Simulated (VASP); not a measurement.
# CoSi (zincblende type) (F-43m) in VASP: notebook

CoSi (zincblende type) is run at these levels: PBE; tasks: relaxation of cell and atoms.

Everything below comes from runs of VASP 6.6.1. Logs are shortened: lines on timing, memory, paths and dates and some standing lists are left out, and cuts for length are marked.

**1. The cell of the first run**

Symmetry: F-43m, No. 216, cubic system. The conventional cell has a = 4.455 Å, b = 4.455 Å, c = 4.455 Å, α = 90.00°, β = 90.00°, γ = 90.00°. Co (site symmetry -43m) has 4 Si at 1.93 Å within 2.6 Å. Si (site symmetry -43m) has 4 Co at 1.93 Å within 2.6 Å.

**2. Relaxation of cell and atoms, PBE, target pressure 68 GPa, at which the enthalpy is minimised**

INCAR reads:

```
SYSTEM = CoSi
PREC     = Accurate       ! precision mode
ENCUT    = 600            ! plane-wave cutoff, eV
EDIFF    = 1E-6           ! SCF threshold, eV
ISMEAR   = -1             ! smearing method
SIGMA    = 0.08           ! smearing width, eV
LREAL    = .FALSE.        ! projectors in reciprocal space
LASPH    = .TRUE.         ! aspherical terms in the spheres
NELM     = 80             ! most SCF steps
ALGO     = Normal         ! electronic algorithm
ISIF     = 3              ! what is computed and relaxed
LWAVE    = .FALSE.        ! write WAVECAR
LCHARG   = .FALSE.        ! write CHGCAR
GGA      = PE             ! functional
IBRION   = 2              ! ionic algorithm
NSW      = 60             ! ionic steps
EDIFFG   = -0.005         ! ionic threshold
PSTRESS  = 680.0
```

KPOINTS reads:

```
regular mesh
0
G
  14 14 14
  0 0 0
```

POSCAR reads:

```
CoSi
1.0
    0.0000000000      2.2273259035      2.2273259035
    2.2273259035      0.0000000000      2.2273259035
    2.2273259035      2.2273259035      0.0000000000
Co Si
1 1
Direct
    0.0000000000      0.0000000000      0.0000000000
    0.2500000000      0.2500000000      0.2500000000
```

Potentials or basis: VASP PAW PBE potentials, release 64 (Co, Si).

Run with:

```sh
$ cat potpaw_PBE.64/Co/POTCAR potpaw_PBE.64/Si/POTCAR > POTCAR
$ mpirun -np 1 vasp_std > vasp.out
```

OUTCAR:

```text
SYSTEM = CoSi
   PREC = Accurate
   ENCUT = 600
   EDIFF = 1E-6
   ISMEAR = -1
   LREAL = .FALSE.
   LASPH = .TRUE.
   NELM = 80
   ISIF = 3
   GGA = PE
   IBRION = 2
   NSW = 60
   EDIFFG = -0.005
   PSTRESS = 680.0

 ion  position               nearest neighbor table
   1  0.000  0.000  0.000-   2 1.93   2 1.93   2 1.93   2 1.93
   2  0.250  0.250  0.250-   1 1.93   1 1.93   1 1.93   1 1.93

  LATTYP: Found a face centered cubic cell.
 ALAT       =     4.4546518070

  Lattice vectors:

 A1 = (   0.0000000000,   2.2273259035,   2.2273259035)
 A2 = (   2.2273259035,   0.0000000000,   2.2273259035)
 A3 = (   2.2273259035,   2.2273259035,   0.0000000000)

Analysis of symmetry for initial positions (statically):
=====================================================================
 Subroutine PRICEL returns:
 Original cell was already a primitive cell.

 Routine SETGRP: Setting up the symmetry group for a
 face centered cubic supercell.

 Subroutine GETGRP returns: Found 24 space group operations
 (whereof 24 operations were pure point group operations)
 out of a pool of 48 trial point group operations.

The static configuration has the point symmetry T_d .

Analysis of symmetry for dynamics (positions and initial velocities):
=====================================================================
 Subroutine PRICEL returns:
 Original cell was already a primitive cell.

 Routine SETGRP: Setting up the symmetry group for a
 face centered cubic supercell.

 Subroutine GETGRP returns: Found 24 space group operations
 (whereof 24 operations were pure point group operations)
 out of a pool of 48 trial point group operations.

The dynamic configuration has the point symmetry T_d .

 Subroutine INISYM returns: Found 24 space group operations
 (whereof 24 operations are pure point group operations),
 and found     1 'primitive' translations

----------------------------------------------------------------------------------------

                                     Primitive cell

  volume of cell :      22.0994

  direct lattice vectors                    reciprocal lattice vectors
     0.000000000  2.227325904  2.227325904    -0.224484436  0.224484436  0.224484436
     2.227325904  0.000000000  2.227325904     0.224484436 -0.224484436  0.224484436
     2.227325904  2.227325904  0.000000000     0.224484436  0.224484436 -0.224484436

  length of vectors
     3.149914501  3.149914501  3.149914501     0.388818449  0.388818449  0.388818449

[... 97 lines left out ...]
   IALGO  =     38    algorithm
   IMIX   =      4    mixing-type and parameters
     AMIX     =   0.40;   BMIX     =  1.00
     AMIX_MAG =   1.60;   BMIX_MAG =  1.00
  volume/ion in A,a.u.               =      11.05        74.57
  Fermi-wavevector in a.u.,A,eV,Ry     =   1.371710  2.592155 25.600549  1.881587
  Thomas-Fermi vector in A             =   2.497382
   LORBIT       =      0    0 simple, 1 ext, 2 COOP (PROOUT), +10 PAW based schemes
   GGA     = PE    functional components
   LHFCALC =     F    Hartree Fock is set to
   AEXX    =    0.0000 exact exchange contribution
   IVDW    =     0    specifies the selected vdW correction
   LEPSILON=     F    determine dielectric tensor
   LRPA    =     F    only Hartree local field effects (RPA)
 conjugate gradient relaxation of ions
 non-spin polarized calculation
  energy-cutoff  :      600.00
  volume of cell :       22.10
 maximum number of plane-waves:       754
 NGX is ok and might be reduce to    28
   NGX = 13   NGY = 13   NGZ = 13

--------------------------------------- Ionic step        1  -------------------------------------------

 number of electron      12.9999999 magnetization

 Free energy of the ion-electron system (eV)
  ---------------------------------------------------
  ext. energy  EPLUGINS =         0.00000000
  ---------------------------------------------------
  free energy    TOTEN  =        -9.36648475 eV

  energy without entropy =       -9.35341266  energy(sigma->0) =       -9.35994870

------------------------ aborting loop because EDIFF is reached ----------------------------------------

  FORCE on cell =-STRESS in cart. coord.  units (eV):
  Direction    XX          YY          ZZ          XY          YZ          ZX
  --------------------------------------------------------------------------------------
  -------------------------------------------------------------------------------------
  Total       13.5704822     13.5704822     13.5704822      0.0000000      0.0000000      0.0000000
  in kB      983.8402004    983.8402004    983.8402004      0.0000000      0.0000000      0.0000000
  external PRESSURE =     303.8402004 kB  Pullay stress =     680.0000000 kB
[... 63 lines left out ...]
--------------------------------------- Ionic step        3  -------------------------------------------

 number of electron      13.0000003 magnetization

 E-fermi :   9.9157     XC(G=0): -12.0470

 val. band max:        9.8493131580   @ k =  -0.3571   0.0714   0.0000
 cond. band min:       9.9891469519   @ k =  -0.2857   0.2143   0.0714
 fundamental gap:      0.1398337939
 Fermi energy:         9.9157472496

 k-point     1 :       0.0000    0.0000    0.0000
  band No.  band energies     occupation
      1      -1.9443      2.00000
      2       6.5847      2.00000
      3       6.5847      2.00000
      4       6.5847      2.00000
      5       8.1782      2.00000
      6       8.1782      2.00000
      7      18.4689      0.00000
      8      18.4689      0.00000
      9      18.4689      0.00000
     10      19.2378      0.00000
[... 332 lines left out ...]
  energy  without entropy=      -10.3277164331  energy(sigma->0) =      -10.33490731

  enthalpy is  TOTEN    =        -0.1446364543 eV   P V=       10.1974617313

[... ionic steps 4 to 16 ...]

--------------------------------------- Ionic step       17  -------------------------------------------

 number of electron      13.0000003 magnetization

------------------------ aborting loop because EDIFF is reached ----------------------------------------
[... 71 lines left out ...]
--------------------------------------- Ionic step       19  -------------------------------------------

 number of electron      13.0000003 magnetization

 Free energy of the ion-electron system (eV)
  ---------------------------------------------------
  ext. energy  EPLUGINS =         0.00000000
  ---------------------------------------------------
  free energy    TOTEN  =       -10.27491698 eV

  energy without entropy =      -10.26065490  energy(sigma->0) =      -10.26778594

 E-fermi :  10.0133     XC(G=0): -12.0805

 val. band max:        9.9460464274   @ k =  -0.3571   0.0714   0.0000
 cond. band min:      10.0867709202   @ k =  -0.2857   0.2143   0.0714
 fundamental gap:      0.1407244928
 Fermi energy:        10.0132884744

 k-point     1 :       0.0000    0.0000    0.0000
  band No.  band energies     occupation
      1      -1.8952      2.00000
      2       6.6552      2.00000
      3       6.6552      2.00000
      4       6.6552      2.00000
      5       8.2550      2.00000
      6       8.2550      2.00000
      7      18.5927      0.00000
      8      18.5927      0.00000
      9      18.5927      0.00000
     10      19.3971      0.00000
[... 332 lines left out ...]
  energy  without entropy=      -10.2606549030  energy(sigma->0) =      -10.26778594

  enthalpy is  TOTEN    =        -0.1457919206 eV   P V=       10.1291250591

 reached required accuracy - stopping structural energy minimisation
```

Run time: 7.3 min. Hardware: 1 thread of Intel Xeon Platinum 8175M at 2.50GHz (Skylake/Cascade Lake), shared host; peak memory 0.2 GiB.

What came out:

```yaml
Free_energy: -10.2749 eV
Relaxed_volume: 11.93 Å³/atom
Relaxed_cell: a = 3.232 Å, b = 3.232 Å, c = 3.232 Å, α = 60.00°, β = 60.00°, γ = 60.00°
Space_group_after_relaxing_to_0.1_Å: F-43m (No. 216)
Energy_change_on_relaxing_the_run_minimises_the_enthalpy: -454.2 meV/atom
Ionic_steps: 19
Pressure_after_relaxing: 68.0 GPa
Band_gap_on_the_k_mesh: zero (an odd number of electrons rules out a gap without spin polarisation)
```

Step by step:
```tsv
step	energy change (eV)	largest force (eV/Å)	pressure (GPa)	volume (Å³)
1	0.0000	0.0000	98.38	22.10
2	-2.2243	0.0000	14.99	29.50
3	-0.9756	0.0000	65.68	24.03
4	-0.9125	0.0000	67.92	23.88
5	-0.8970	0.0000	68.37	23.84
6	-0.8975	0.0000	68.41	23.84
7	-0.8988	0.0000	68.38	23.84
8	-0.8988	0.0000	68.32	23.84
9	-0.8989	0.0000	68.33	23.84
10	-0.8989	0.0000	68.31	23.84
11	-0.8990	0.0000	68.25	23.84
12	-0.8993	0.0000	68.14	23.84
13	-0.8997	0.0000	68.35	23.85
14	-0.9007	0.0000	68.31	23.85
15	-0.9025	0.0000	68.26	23.85
16	-0.9062	0.0000	68.20	23.86
17	-0.9135	0.0000	67.88	23.88
18	-0.9107	0.0000	67.91	23.87
19	-0.9084	0.0000	68.00	23.87
```

Final structure:
```yaml
crystal:
  lattice:
    - [0.00000, 2.28515, 2.28515]
    - [2.28515, 0.00000, 2.28515]
    - [2.28515, 2.28515, 0.00000]
  atoms:
    - { symbol: Co, position: [0.00000, 0.00000, 0.00000] }
    - { symbol: Si, position: [0.25000, 0.25000, 0.25000] }
```

Levels at points of the mesh, in eV from the Fermi level:
```tsv
k point	band 2	band 3	band 4	band 5	band 6	band 7	band 8	band 9	band 10
(0.00, 0.00, 0.00)	-3.36	-3.36	-3.36	-1.76	-1.76	8.58	8.58	8.58	9.38
(0.50, 0.00, 0.00)	-5.62	-3.13	-3.13	-1.44	-1.44	-0.83	5.46	5.46	9.34
(0.50, 0.50, 0.00)	-5.79	-2.75	-1.88	-1.88	-1.10	-0.14	1.23	1.23	7.03
```

Caveat: the cell is relaxed towards a set pressure, so the run minimises the enthalpy, not the energy; the run has no spin polarisation, though such a crystal can be magnetic. Spin polarisation is off, so any magnetic state and its effect on volume and gap are missing.

**3. Relaxation of cell and atoms, PBE, target pressure 68 GPa, at which the enthalpy is minimised**

This run uses another cell than the first one, of 11.92 Å³/atom.

INCAR reads:

```
SYSTEM = CoSi
PREC = Accurate
ENCUT = 600
EDIFF = 1E-6
ISMEAR = -1
SIGMA = 0.08
LREAL = .False.
LASPH = .True.
NELM = 80
ALGO = Normal
ISIF = 3
LWAVE = .False.
LCHARG = .False.
GGA = PE
IBRION = 2
NSW = 32
EDIFFG = -0.005
PSTRESS = 680.0
```

KPOINTS reads:

```
Automatic mesh
0
Gamma
  14 14 14
  0 0 0
```

POSCAR reads:

```
CoSi
1.0
    0.0000000000      2.2842375166      2.2842375166
    2.2842375166      0.0000000000      2.2842375166
    2.2842375166      2.2842375166      0.0000000000
Co Si
1 1
Direct
    0.0000000000      0.0000000000      0.0000000000
    0.2500000000      0.2500000000      0.2500000000
```

Potentials or basis: VASP PAW PBE potentials, release 64 (Co, Si).

Run with:

```sh
$ cat potpaw_PBE.64/Co/POTCAR potpaw_PBE.64/Si/POTCAR > POTCAR
$ mpirun -np 1 vasp_std > vasp.out
```

It took 97 s on 1 thread of Intel Xeon Platinum 8175M at 2.50GHz (Skylake/Cascade Lake), shared host; peak memory 0.19 GiB.

Results (log left out):

- Free energy: -10.2756 eV
- Relaxed volume: 11.93 Å³/atom
- Relaxed cell: a = 3.232 Å, b = 3.232 Å, c = 3.232 Å, α = 60.00°, β = 60.00°, γ = 60.00°
- Space group after relaxing (to 0.1 Å): F-43m (No. 216)
- Energy change on relaxing (the run minimises the enthalpy): -6.1 meV/atom
- Ionic steps: 3
- Pressure after relaxing: 68.0 GPa
- Band gap on the k mesh: zero (an odd number of electrons rules out a gap without spin polarisation)

Step by step:
| step | energy change (eV) | largest force (eV/Å) | pressure (GPa) | volume (Å³) |
| --- | --- | --- | --- | --- |
| 1 | 0.0000 | 0.0000 | 68.40 | 23.84 |
| 2 | -0.0435 | 0.0000 | 66.93 | 23.94 |
| 3 | -0.0122 | 0.0000 | 68.02 | 23.87 |

Final structure:
```
CELL_PARAMETERS angstrom
0.00000 2.28515 2.28515
2.28515 0.00000 2.28515
2.28515 2.28515 0.00000
ATOMIC_POSITIONS crystal
Co 0.00000 0.00000 0.00000
Si 0.25000 0.25000 0.25000
```

Levels at points of the mesh, in eV from the Fermi level:
| k point | band 2 | band 3 | band 4 | band 5 | band 6 | band 7 | band 8 | band 9 | band 10 |
| --- | --- | --- | --- | --- | --- | --- | --- | --- | --- |
| (0.00, 0.00, 0.00) | -3.36 | -3.36 | -3.36 | -1.76 | -1.76 | 8.58 | 8.58 | 8.58 | 9.38 |
| (0.50, 0.00, 0.00) | -5.62 | -3.13 | -3.13 | -1.44 | -1.44 | -0.83 | 5.46 | 5.46 | 9.34 |
| (0.50, 0.50, 0.00) | -5.79 | -2.75 | -1.88 | -1.88 | -1.10 | -0.14 | 1.23 | 1.23 | 7.03 |

Caveat: the cell is relaxed towards a set pressure, so the run minimises the enthalpy, not the energy; the run has no spin polarisation, though such a crystal can be magnetic.
